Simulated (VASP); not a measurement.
BaTiO3:

```
Ba Ti O
1.0
     4.00600    0.00000    0.00000
     0.00000    4.00600    0.00000
     0.00000    0.00000    4.00600
Ba Ti O
1 1 3
Cartesian
  2.0030 2.0030 2.0030
  0.0000 0.0000 0.0000
  2.0030 0.0000 0.0000
  0.0000 2.0030 0.0000
  0.0000 0.0000 2.0030
```

Base run:

* Program: VASP 6.6.1
* Functional: PBEsol
* Potentials or basis: VASP PAW PBE potentials, release 64 (Ba_sv, Ti_sv, O_h)
* Cutoff: 910 eV
* k mesh: 4 × 4 × 4
* Occupations: gaussian, width 0.01 eV
* Spin: no spin polarisation

Its results: band gap on the k mesh 1.68 eV, indirect (least direct gap 1.82 eV); pressure -3.1 GPa.

Q: After a change of settings the same cell gave: band gap on the k mesh 1.76 eV, direct; pressure -2.8 GPa. Which change was it?
A. k mesh from 4 × 4 × 4 to 2 × 2 × 2
B. potentials or basis from VASP PAW PBE potentials, release 64 (Ba_sv, Ti_sv, O_h) to VASP PAW PBE potentials, release 64 (Ba_sv, Ti_sv, O); cutoff from 910 eV to 520 eV; k mesh from 4 × 4 × 4 to 2 × 2 × 2
C. k mesh from 4 × 4 × 4 to 3 × 3 × 3

A: C.

Caveats: some runs use coarse meshes; the cutoff is under 1.25 times the usual one of these potentials, so pressure, stress and relaxed cells hold a basis-set (Pulay) error; the PAW data sets were made with another functional, which shifts forces and pressure a little; spin-orbit coupling is left out, which moves the levels of the heavy elements.
